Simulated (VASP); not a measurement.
TiSn: single point with LDA

The system is TiSn.

```xyz
2
Lattice="0.0000 2.8005 2.8005 2.8005 0.0000 2.8005 2.8005 2.8005 0.0000" Properties=species:S:1:pos:R:3 pbc="T T T"
Ti    0.0000    0.0000    0.0000
Sn    2.8005    2.8005    2.8005
```

| Item | Value |
| --- | --- |
| Program | VASP 6.6.1 |
| Task | single point |
| Functional | LDA |
| Potentials or basis | VASP PAW LDA potentials, release 64 (Ti_sv, Sn_d) |
| Cutoff | 520 eV |
| k mesh | 5 × 5 × 5 |
| Occupations | fermi-dirac, width 0.05 eV |
| Spin | no spin polarisation |
| Dipole correction | no |
| Further INCAR settings | ALGO = Fast; EDIFF = 1e-06; NBANDS = 20 |

```json
{
 "Pressure": "-6.3 GPa",
 "Band gap on the k mesh": "zero (band 13 reaches 8.01 eV, above the bottom of band 14 at 7.78 eV)"
}
```

Levels at points of the mesh, in eV from the Fermi level:
```
           k point  band 11  band 12  band 13  band 14  band 15  band 16
(0.00, 0.00, 0.00)     0.10     0.10     0.10     0.51     0.51     3.31
```

Run time: 36 s on 1 thread of Intel(R) Xeon(R) Platinum 8259CL CPU @ 2.50GHz (Skylake/Cascade Lake), on a shared host, peak memory 0.14 GiB.

Caveat: the k points lie up to 0.39 Å⁻¹ apart; spin-orbit coupling is left out, which moves the levels of the heavy elements.
